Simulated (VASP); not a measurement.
Set up this calculation in VASP 6.6.1, as the native input.

```yaml
Task: single point
Functional: PBE
Potentials_or_basis: VASP PAW PBE potentials, release 64 (Mo_sv, Sb)
Cutoff: 520 eV
k_mesh: 10 × 10 × 10
Occupations: gaussian, width 0.05 eV
Spin: no spin polarisation
Dipole_correction: no
Further_INCAR_settings: ALGO = Normal; EDIFF = 1e-06; NBANDS = 16
```

The structure of SbMo lies in POSCAR:

```
SbMo
1.0
    0.0000000000      3.1614880500      3.1614880500
    3.1614880500      0.0000000000      3.1614880500
    3.1614880500      3.1614880500      0.0000000000
Mo Sb
1 1
Direct
    0.0000000000      0.0000000000      0.0000000000
    0.2500000000      0.2500000000      0.2500000000
```

This cell differs from its parent crystal: volume scaled by 1.100.

These files were run (other wordings do the same):

INCAR

```
PREC = Accurate
ENCUT = 520
EDIFF = 1E-6
ISMEAR = 0
SIGMA = 0.05
LREAL = F
LASPH = T
NELM = 60
ALGO = Normal
ISIF = 2
LWAVE = F
LCHARG = F
GGA = PE
NBANDS = 16
```

KPOINTS

```
Automatic mesh
0
Gamma
  10 10 10
```

Potentials or basis: VASP PAW PBE potentials, release 64 (Mo_sv, Sb).

Launch:

```sh
$ cat potpaw_PBE.64/Mo_sv/POTCAR potpaw_PBE.64/Sb/POTCAR > POTCAR
$ mpirun -np 1 vasp_std > vasp.out
```

It gave:

* Pressure: -6.1 GPa

Wall time 90 s on 1 thread of Intel(R) Xeon(R) Platinum 8259CL CPU @ 2.50GHz (Skylake/Cascade Lake) (shared host), peak memory 0.22 GiB.
